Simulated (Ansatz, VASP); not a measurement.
**Hf4N: VASP beside Ansatz**

```xyz
5
Lattice="-2.7658 2.7658 2.7658 2.7658 -2.7658 2.7658 2.7658 2.7658 -2.7658" Properties=species:S:1:pos:R:3 pbc="T T T"
Hf    1.3829    1.3829    1.3829
Hf   -1.3829    1.3829    1.3829
Hf    1.3829    1.3829   -1.3829
Hf    1.3829   -1.3829    1.3829
N     0.0000    0.0000    0.0000
```

Change from the starting cell: species swapped into the Hg4Pt type (Im-3m, No. 229).

Alike in both runs: task single point; functional PBE; k mesh 4 × 4 × 4; occupations gaussian, width 0.1 eV; no spin polarisation.

|  | VASP | Ansatz |
| --- | --- | --- |
| version | VASP 6.6.1 | Ansatz 0.2.0 |
| potentials or method | VASP PAW PBE potentials, release 64 (Hf_pv, N), cutoff 520 eV | scalar-relativistic, plane waves, PAW |
| valence electrons in the cell | 45 | 109 |

```tsv
	VASP	Ansatz	Ansatz less VASP
gap on the k mesh at the Fermi level (eV)	none	none	-
pressure (GPa)	12.4	13.5	+1.10
```

A gap of «none» marks a metal or a gap that the smearing closes. The functional is the same, so the differences come from potentials, cutoffs and numerics. VASP's potentials hold 45 valence electrons a cell and Ansatz's 109, so a difference there can come from the potentials and not from the codes.

The k mesh is coarse, so the values compare programs but aren't converged. Spin-orbit coupling is off throughout.
